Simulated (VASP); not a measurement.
Crystal: B2P.

```
B P
1.0
     3.77390   -1.36808    0.00000
     3.77390    1.36808    0.00000
    -3.08658    0.00000    5.47333
B P
4 2
Direct
  0.40590 0.40590 0.10840
  0.59410 0.59410 0.89160
  0.86000 0.86000 0.47200
  0.14000 0.14000 0.52800
  0.15740 0.15740 0.19650
  0.84260 0.84260 0.80350
```

| Quantity | Value |
| --- | --- |
| Program | VASP 6.6.1 |
| Task | relaxation of cell and atoms |
| Functional | PBE |
| Potentials or basis | VASP PAW PBE potentials, release 64 (B, P) |
| Cutoff | 600 eV |
| k mesh | 6 × 6 × 4 |
| Occupations | gaussian, width 0.1 eV |
| Spin | no spin polarisation |

At the start: pressure -2.7 GPa; volume 9.42 Å³/atom.

Problem. How do energy, volume and symmetry change on relaxing?

Solution. Over 47 steps the energy falls by 1374.9 meV/atom and the volume is 11.03 Å³/atom (+17.1 %); space group C2/m (No. 12, to 0.1 Å) before and after.

Step by step:
```
step  energy change (eV)  largest force (eV/Å)  pressure (GPa)  volume (Å³)
   1              0.0000                2.2212           -2.74        56.52
   3             -1.5081                4.0476           14.40        52.98
   5             -2.8796                3.7769           17.71        54.20
   7             -3.6930                1.9896            8.34        57.43
   9             -3.7778                2.5369            3.64        58.91
  11             -4.2797                1.4716           -7.68        60.77
  13             -4.4276                1.0807           -5.84        59.54
  15             -4.2192                2.1503           22.98        51.11
  17             -4.6804                1.5169            5.18        54.91
  19             -4.9933                1.5491           10.72        53.68
  21             -5.5963                1.9252            7.96        56.45
  23             -6.7921                1.4682           -1.82        64.99
  25             -7.4421                0.9193          -13.54        70.83
  27             -7.9763                0.8213           -4.44        66.51
  29             -8.0545                0.8119            2.49        63.80
  31             -8.1424                0.4540            1.57        64.16
  33             -8.1811                0.5202           -1.38        65.66
  35             -8.2145                0.4241           -0.33        65.63
  37             -8.2330                0.0588            1.28        65.26
  39             -8.2400                0.1370           -0.20        66.09
  41             -8.2431                0.0896            0.10        66.06
  43             -8.2453                0.1278           -0.19        66.17
  45             -8.2482                0.0780            0.19        66.06
  47             -8.2494                0.0358           -0.06        66.20
```

Final structure:
```cif
data_structure
_symmetry_space_group_name_H-M 'P 1'
_symmetry_Int_Tables_number 1
_cell_length_a 3.1568
_cell_length_b 3.1568
_cell_length_c 7.7117
_cell_angle_alpha 93.707
_cell_angle_beta 93.707
_cell_angle_gamma 59.751
_cell_volume 66.20
loop_
_atom_site_label
_atom_site_type_symbol
_atom_site_fract_x
_atom_site_fract_y
_atom_site_fract_z
_atom_site_occupancy
B1 B 0.51468 0.51468 0.11412 1
B2 B 0.48532 0.48532 0.88588 1
B3 B 0.76349 0.76349 0.54245 1
B4 B 0.23651 0.23651 0.45755 1
P1 P 0.19049 0.19049 0.20355 1
P2 P 0.80951 0.80951 0.79645 1
```

Caveat: the k points lie up to 0.38 Å⁻¹ apart in the final cell, too coarse for converged energies and pressures of a metal; the volume moved by over 15 % at a fixed basis, so the end points are rough.
